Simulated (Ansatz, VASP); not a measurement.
# Two plane-wave programs on Ti3B4

```xyz
7
Lattice="-1.5176 1.6299 6.8626 1.5176 -1.6299 6.8626 1.5176 1.6299 -6.8626" Properties=species:S:1:pos:R:3 pbc="T T T"
Ti    1.5176    0.0000    2.5447
Ti    0.0000    1.6299    4.3179
Ti    0.0000    0.0000    0.0000
B     1.5176    0.0000    5.0539
B     0.0000    1.6299    1.8088
B     0.0000    0.0000    5.9798
B     0.0000    0.0000    7.7455
```

Alike in both runs: task single point; functional r2SCAN; k mesh 8 × 8 × 8; occupations gaussian, width 0.1 eV; no spin polarisation.

|  | VASP | Ansatz |
| --- | --- | --- |
| version | VASP 6.6.1 | Ansatz 0.2.0 |
| potentials or method | VASP PAW PBE potentials, release 64 (Ti_sv, B), cutoff 520 eV | scalar-relativistic, plane waves, PAW |
| valence electrons in the cell | 48 | 48 |

Ansatz gave:

| Quantity | Value |
| --- | --- |
| gap on the k mesh at the Fermi level (eV) | none |
| pressure (GPa) | -0.6 |
| traceless stress, the component that is largest in VASP (GPa) | -0.01 |
| rms of the force components (eV/Å) | 0.025 |

What did VASP give for the same quantities?

gap on the k mesh at the Fermi level (eV): none; pressure (GPa): 0.2; traceless stress, the component that is largest in VASP (GPa): -0.10; rms of the force components (eV/Å): 0.018.

VASP's potentials were made for PBE, not for r2SCAN. Atom by atom the forces differ by 0.009 eV/Å (rms over components). A gap of «none» marks a metal or a gap that the smearing closes. With one functional, cell and mesh, what is left measures potentials, basis and numerics.
